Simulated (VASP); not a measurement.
Runs of VASP 6.6.1 on GaSb. The structure is that of space group F-43m (No. 216), or close to it. The cells are those of the table. 

```tsv
task	cell	k mesh	cutoff (eV)	smearing	gap on the mesh (eV)	pressure (GPa)
relaxation of cell and atoms	relaxed to 1 GPa from a = 4.337 Å, angles 60.0°, 2 atoms	8 × 8 × 8	600	gaussian 0.01 eV	0.52	1.0
single point	a = 4.144 Å, angles 60.0°, 2 atoms	8 × 8 × 8	520	gaussian 0.01 eV	0.89	10.1
relaxation of cell and atoms	relaxed to 7 GPa from a = 4.337 Å, angles 60.0°, 2 atoms	8 × 8 × 8	600	gaussian 0.01 eV	(b)	7.0
single point	a = 4.311 Å, angles 60.0°, 2 atoms	8 × 8 × 8	520	gaussian 0.01 eV	(a)	1.1
relaxation of cell and atoms	relaxed to 2 GPa from a = 4.337 Å, angles 60.0°, 2 atoms	8 × 8 × 8	600	gaussian 0.01 eV	0.65	2.0
single point	a = 4.244 Å, angles 60.0°, 2 atoms	8 × 8 × 8	520	gaussian 0.01 eV	0.82	4.1
single point	a = 4.190 Å, angles 60.0°, 2 atoms	8 × 8 × 8	520	gaussian 0.01 eV	0.92	7.1
single point	a = 4.287 Å, angles 60.0°, 2 atoms	8 × 8 × 8	520	gaussian 0.01 eV	(c)	2.1
relaxation of cell and atoms	relaxed to 4 GPa from a = 4.337 Å, angles 60.0°, 2 atoms	8 × 8 × 8	600	gaussian 0.01 eV	0.82	4.0
single point	a = 4.337 Å, angles 60.0°, 2 atoms	14 × 14 × 14	520	fermi-dirac 0.1 eV	0.39	0.1
single point	a = 4.079 Å, angles 60.0°, 2 atoms	8 × 8 × 8	520	gaussian 0.01 eV	0.79	15.1
```

Alike in all rows: level r2SCAN; potentials or basis VASP PAW PBE potentials, release 64 (Ga_d, Sb); no spin polarisation.

**Question.** Estimate the missing entries.

**Answer.** (a) 0.53; (b) 0.91; (c) 0.66.

Caveats: the PAW data sets were made with another functional, which shifts forces and pressure a little; spin-orbit coupling is left out, which moves the levels of the heavy elements; semilocal functionals underestimate gaps, and a narrow one can read as zero (at least some runs); the cell is relaxed towards a set pressure, so the run minimises the enthalpy, not the energy (at least some runs); the cell stands under pressure (at least some runs).

A k mesh can miss the band edges, and the runs leave out spin-orbit coupling on Ga, Sb.
